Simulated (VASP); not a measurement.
# Be (P6_3/mmc) in VASP: a series of runs, part 2 of 2

VASP 6.6.1. Earlier steps stand in the parts before.

## (3) Single point, LDA

This run uses another cell than the first one, of 7.54 Å³/atom.

File INCAR:

```
  ALGO = Normal
  EDIFF = 1E-6
  ENCUT = 520
  GGA = CA
  ISIF = 2
  ISMEAR = -1
  LASPH = True
  LCHARG = True
  LELF = True
  LREAL = False
  LVHAR = True
  LWAVE = False
  NBANDS = 12
  NELM = 100
  PREC = Accurate
  SIGMA = 0.1
```

File KPOINTS:

```
k-points
0
Gamma
  21 21 6
```

File POSCAR:

```
Be
1.0
    2.2184031960      0.0000000000      0.0000000000
   -1.1092015980      1.9211935236      0.0000000000
    0.0000000000      0.0000000000      7.0751611054
Be
4
Direct
    1.0000000000      0.0000000000      0.0000000000
    1.0000000000      0.0000000000      0.5000000000
    0.3333333333      0.6666666667      0.2500000000
    0.6666666667      0.3333333333      0.7500000000
```

Potentials or basis: VASP PAW LDA potentials, release 64 (Be).

On the command line:

```bash
> cat potpaw_LDA.64/Be/POTCAR > POTCAR
> mpirun -np 1 vasp_std > vasp.out
```

OUTCAR:

```text
EDIFF = 1E-6
   ENCUT = 520
   GGA = CA
   ISIF = 2
   ISMEAR = -1
   LASPH = True
   LREAL = False
   NELM = 100
   PREC = Accurate

 ion  position               nearest neighbor table
   1  0.000  0.000  0.000-   3 2.18   4 2.18   4 2.18   3 2.18   4 2.18   3 2.18
   2  0.000  0.000  0.500-   3 2.18   4 2.18   4 2.18   3 2.18   4 2.18   3 2.18
   3  0.333  0.667  0.250-   1 2.18   2 2.18   1 2.18   2 2.18   1 2.18   2 2.18
   4  0.667  0.333  0.750-   1 2.18   2 2.18   1 2.18   2 2.18   1 2.18   2 2.18

[... 561 lines left out ...]
  Direction    XX          YY          ZZ          XY          YZ          ZX
  --------------------------------------------------------------------------------------
  -------------------------------------------------------------------------------------
  Total        0.0484961      0.0484961      0.1518931      0.0000000      0.0000000      0.0000000
  in kB        2.5767344      2.5767344      8.0705035      0.0000000      0.0000000      0.0000000
  external PRESSURE =       4.4079908 kB  Pullay stress =       0.0000000 kB

 VOLUME and BASIS-vectors are now :
 -----------------------------------------------------------------------------
  energy-cutoff  :      520.00
  volume of cell :       30.15
      direct lattice vectors                 reciprocal lattice vectors
     2.218403196  0.000000000  0.000000000     0.450774684  0.260254885  0.000000000
    -1.109201598  1.921193524  0.000000000     0.000000000  0.520509770  0.000000000
     0.000000000  0.000000000  7.075161105     0.000000000  0.000000000  0.141339538

 POSITION                                       TOTAL-FORCE (eV/Angst)
 -----------------------------------------------------------------------------------
      0.00000      0.00000      0.00000         0.000000      0.000000     -0.000000
      0.00000      0.00000      3.53758         0.000000      0.000000     -0.000000
     -0.00000      1.28080      1.76879        -0.000000     -0.000000      0.000000
      1.10920      0.64040      5.30637         0.000000      0.000000     -0.000000
 -----------------------------------------------------------------------------------
    total drift:                                0.000000     -0.000000     -0.000000

  FREE ENERGIE OF THE ION-ELECTRON SYSTEM (eV)
  ---------------------------------------------------
  free  energy   TOTEN  =       -16.7188023297 eV

  energy  without entropy=      -16.7082373309  energy(sigma->0) =      -16.71351983
```

Run time: 28 s. Hardware: 1 thread of Intel Xeon Platinum 8259CL at 2.50GHz (Skylake/Cascade Lake), shared host; peak memory 0.16 GiB.

Results:

```
Free energy            : -16.7188 eV
Pressure               : 0.4 GPa
Band gap on the k mesh : zero (bands 4 and 5 overlap by 1.66 eV)
```

## (4) Relaxation of cell and atoms, LDA

This run uses another cell than the first one, of 8.11 Å³/atom.

File INCAR:

```
SYSTEM = Be
  PREC = Accurate
  ENCUT = 600
  EDIFF = 1E-6
  ISMEAR = -1
  SIGMA = 0.1
  LREAL = .False.
  LASPH = .True.
  NELM = 80
  ALGO = Normal
  ISIF = 3
  LWAVE = .False.
  LCHARG = .False.
  IBRION = 2
  NSW = 80
  EDIFFG = -0.01
```

File KPOINTS:

```
Automatic mesh
0
Gamma
  16 16 5
  0 0 0
```

File POSCAR:

```
Be
1.0
    2.2554104699      0.0000000000      0.0000000000
   -1.1277052350      1.9532427629      0.0000000000
    0.0000000000      0.0000000000      7.3661705948
Be
4
Direct
    0.0000000000      0.0000000000      0.0000000000
    0.0000000000      0.0000000000      0.5000000000
    0.3333333333      0.6666666667      0.2500000000
    0.6666666667      0.3333333333      0.7500000000
```

On the command line:

```bash
> cat potpaw_LDA.64/Be/POTCAR > POTCAR
> mpirun -np 1 vasp_std > vasp.out
```

Wall time 49 s (1 thread of Intel Xeon Platinum 8259CL at 2.50GHz (Skylake/Cascade Lake), shared host); peak memory 0.14 GiB.

It converged, with:

```
Free energy                           : -16.7278 eV
Relaxed volume                        : 7.56 Å³/atom
Relaxed cell                          : a = 2.221 Å, b = 2.221 Å, c = 7.083 Å, α = 90.00°, β = 90.00°, γ = 120.00°
Space group after relaxing (to 0.1 Å) : P6_3/mmc (No. 194)
Energy gained by relaxing             : 18.8 meV/atom
Ionic steps                           : 7
Pressure after relaxing               : 0.0 GPa
Band gap on the k mesh                : zero (bands 4 and 5 overlap by 1.54 eV)
```

The path:
```csv
step,energy change (eV),largest force (eV/Å),pressure (GPa),volume (Å³)
1,0.0000,0.0000,-8.29,32.45
2,-0.0743,0.0000,-1.12,30.51
3,-0.0751,0.0000,-0.23,30.31
4,-0.0751,0.0000,-0.04,30.27
5,-0.0753,0.0000,0.13,30.22
6,-0.0753,0.0000,0.15,30.22
7,-0.0753,0.0000,0.00,30.25
```

Final structure:
```
Be
1.0
     2.22081    0.00000    0.00000
    -1.11040    1.92328    0.00000
     0.00000    0.00000    7.08254
Be
4
Direct
  0.00000 0.00000 0.00000
  0.00000 0.00000 0.50000
  0.33333 0.66667 0.25000
  0.66667 0.33333 0.75000
```

Levels at points of the mesh, in eV from the Fermi level:
```csv
k point,band 1,band 2,band 3,band 4,band 5,band 6,band 7,band 8
"(0.00, 0.00, 0.00)",-11.50,-9.39,-9.36,-4.78,1.11,10.60,10.60,16.60
"(0.50, 0.00, 0.00)",-5.12,-4.08,-3.80,-2.76,1.44,1.51,4.28,6.17
```

## (5) The runs side by side

```csv
task,cell,k mesh,cutoff (eV),gap on the mesh (eV),pressure (GPa)
single point,"a = 2.304, b = 2.304, c = 7.348 Å, angles 90.0, 90.0, 120.0°, 4 atoms",18 × 18 × 5,520,none,-12.0
single point,"a = 2.218, b = 2.218, c = 7.075 Å, angles 90.0, 90.0, 120.0°, 4 atoms",21 × 21 × 6,520,none,0.4
relaxation of cell and atoms,"relaxed from a = 2.255, b = 2.255, c = 7.366 Å, angles 90.0, 90.0, 120.0°, 4 atoms",16 × 16 × 5,600,none,0.0
```

Alike in all rows: level LDA; potentials or basis VASP PAW LDA potentials, release 64 (Be); no spin polarisation; smearing fermi-dirac 0.1 eV.

Caveats: the cell stands under tension (at least some runs).

Absolute energies hang on the potentials; compare differences alone.
